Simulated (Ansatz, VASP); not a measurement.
## Two plane-wave programs on InSb

Contents of INCAR:

```
SYSTEM = InSb
PREC = Accurate
ENCUT = 500
EDIFF = 1E-6
ISMEAR = 0
SIGMA = 0.05
LREAL = .False.
LASPH = .True.
NELM = 120
ALGO = Normal
ISIF = 2
LWAVE = .False.
LCHARG = .False.
GGA = PE
NBANDS = 16
GGA_COMPAT = .False.
```

Contents of KPOINTS:

```
Automatic mesh
0
Gamma
  4 4 4
  0 0 0
```

File POSCAR:

```
InSb
1.0
    0.0000000000      3.3307854124      3.3307854124
    3.3307854124      0.0000000000      3.3307854124
    3.3307854124      3.3307854124      0.0000000000
In Sb
1 1
Direct
    0.0000000000      0.0000000000      0.0000000000
    0.2500000000      0.2500000000      0.2500000000
```

Input for Ansatz:

```yaml
crystal:
  lattice:
    - [0.0, 3.3307854124, 3.3307854124]
    - [3.3307854124, 0.0, 3.3307854124]
    - [3.3307854124, 3.3307854124, 0.0]
  atoms:
    - { symbol: In, position: [0.0, 0.0, 0.0] }
    - { symbol: Sb, position: [0.25, 0.25, 0.25] }
basis:
  ecutwfc: 420
kpoints:
  mp_grid: { grid: [4, 4, 4] }
hamiltonian:
  xc: pbe
scf:
  occupations: { method: gaussian, width: 0.05 }
output:
  forces: true
  stress: true
  eigenvalues: true
```

Alike in both runs: task single point; functional PBE; k mesh 4 × 4 × 4; occupations gaussian, width 0.05 eV; no spin polarisation.

|  | VASP | Ansatz |
| --- | --- | --- |
| version | VASP 6.6.1 | Ansatz 0.2.0 |
| potentials or method | VASP PAW PBE potentials, release 64 (In_d, Sb), cutoff 500 eV | scalar-relativistic, plane waves, PAW |
| valence electrons in the cell | 18 | 28 |

|  | VASP | Ansatz | Ansatz less VASP |
| --- | --- | --- | --- |
| gap on the k mesh at the Fermi level (eV) | none | none | - |
| pressure (GPa) | 0.0 | 0.0 | +0.01 |

A gap of «none» marks a metal or a gap that the smearing closes. VASP's potentials hold 18 valence electrons a cell and Ansatz's 28, so a difference there can come from the potentials and not from the codes.

The k mesh is coarse, so the values compare programs but aren't converged. Spin-orbit coupling is off throughout.
